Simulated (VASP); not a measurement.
Write the native input for VASP 6.6.1 that does the following.

- Task: single point
- Functional: PBE
- Potentials or basis: VASP PAW PBE potentials, release 64 (In_d, O)
- Cutoff: 520 eV
- k mesh: 4 × 4 × 4
- Occupations: gaussian, width 0.01 eV
- Spin: no spin polarisation
- Dipole correction: no
- Further INCAR settings: ALGO = Normal; EDIFF = 1e-06; NBANDS = 55

The structure of In2O3 lies in POSCAR:

```
In2O3
1.0
    2.7596623346      1.5932917918      4.8690507256
   -2.7596623346      1.5932917918      4.8690507256
    0.0000000000     -3.1865835835      4.8690507256
In O
4 6
Direct
    0.8572457911      0.8572457911      0.8572457911
    0.3572457911      0.3572457911      0.3572457911
    0.1427542089      0.1427542089      0.1427542089
    0.6427542089      0.6427542089      0.6427542089
    0.4535242898      0.0464757102      0.7500000000
    0.0464757102      0.7500000000      0.4535242898
    0.5464757102      0.9535242898      0.2500000000
    0.2500000000      0.5464757102      0.9535242898
    0.9535242898      0.2500000000      0.5464757102
    0.7500000000      0.4535242898      0.0464757102
```

The input as run:

INCAR

```
SYSTEM = In2O3
PREC = Accurate
ENCUT = 520
EDIFF = 1E-6
ISMEAR = 0
SIGMA = 0.01
LREAL = .FALSE.
LASPH = .TRUE.
NELM = 60
ALGO = Normal
ISIF = 2
LWAVE = .FALSE.
LCHARG = .FALSE.
GGA = PE
NBANDS = 55
```

KPOINTS

```
Automatic mesh
0
G
  4 4 4
  0 0 0
```

Potentials or basis: VASP PAW PBE potentials, release 64 (In_d, O).

The run is started by

```bash
$ cat potpaw_PBE.64/In_d/POTCAR potpaw_PBE.64/O/POTCAR > POTCAR
$ mpirun -np 1 vasp_std > vasp.out
```

It gave:

* Pressure: 5.5 GPa
* Largest force: 0.039 eV/Å
* Band gap on the k mesh: 1.17 eV (least direct gap 1.22 eV)

Caveat: the cell stands under pressure; spin-orbit coupling is left out, which moves the levels of the heavy elements.

It took 81 s on 1 thread of Intel(R) Xeon(R) 6975P-C (Granite Rapids), with other jobs on the host, peak memory 0.34 GiB.
